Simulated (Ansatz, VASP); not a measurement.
# One calculation of RbGeBr2, two programs

```
Rb Ge Br
1.0
     4.10238    0.00000    0.00000
    -2.05119    3.55276    0.00000
     0.00000    0.00000    8.94490
Rb Ge Br
1 1 2
Cartesian
  0.0000 0.0000 0.0000
  0.0000 0.0000 4.4724
  0.0000 2.3685 2.3739
  0.0000 2.3685 6.5710
```

Alike in both runs: functional PBE; k mesh 6 × 6 × 2; occupations gaussian, width 0.1 eV; no spin polarisation.

Ansatz relaxed the structure, and its values are those at the end. VASP's run is a single point on that final structure, the one shown.

```csv
,VASP,Ansatz
version,VASP 6.6.1,Ansatz 0.2.0
potentials or method,"VASP PAW PBE potentials, release 64 (Rb_sv, Ge_d, Br), cutoff 520 eV","scalar-relativistic, plane waves, PAW"
valence electrons in the cell,37,37
```

Ansatz gave:

- gap on the k mesh at the Fermi level (eV): none
- pressure (GPa): 0.1
- rms of the force components (eV/Å): 0.005

Problem. Estimate VASP's values.

Solution. gap on the k mesh at the Fermi level (eV): none; pressure (GPa): 0.1; rms of the force components (eV/Å): 0.003.

A gap of «none» marks a metal or a gap that the smearing closes.
